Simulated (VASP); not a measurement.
# CdS (Hawleyite): single point with PBE

The system is CdS (Hawleyite).

```
Cd S
1.0
     0.00000    2.96331    2.96331
     2.96331    0.00000    2.96331
     2.96331    2.96331    0.00000
Cd S
1 1
Direct
  0.00000 0.00000 0.00000
  0.25000 0.25000 0.25000
```

```
Program             : VASP 6.6.1
Task                : single point
Functional          : PBE
Potentials or basis : VASP PAW PBE potentials, release 64 (Cd, S)
Cutoff              : 520 eV
k mesh              : 6 × 6 × 6
Occupations         : gaussian, width 0.01 eV
Spin                : no spin polarisation
```

The pressure is 0.3 GPa and the band gap on the k mesh is 1.04 eV, direct.

Levels at points of the mesh, in eV from the valence-band top:
| k point | band 5 | band 6 | band 7 | band 8 | band 9 | band 10 | band 11 | band 12 | band 13 | band 14 |
| --- | --- | --- | --- | --- | --- | --- | --- | --- | --- | --- |
| (0.00, 0.00, 0.00) | -7.15 | -7.15 | 0.00 | 0.00 | 0.00 | 1.04 | 6.55 | 6.55 | 6.55 | 11.17 |
| (0.50, 0.00, 0.00) | -7.12 | -6.81 | -4.12 | -0.69 | -0.69 | 2.94 | 7.00 | 7.00 | 7.33 | 10.94 |
| (0.50, 0.50, 0.00) | -7.08 | -6.75 | -3.75 | -1.72 | -1.72 | 3.63 | 4.28 | 9.04 | 10.49 | 10.49 |

Run time: 6.1 s on 1 thread of Intel(R) Xeon(R) 6975P-C (Granite Rapids) (shared host), peak memory 0.17 GiB.

As with any semilocal functional, this PBE gap is likely too small.
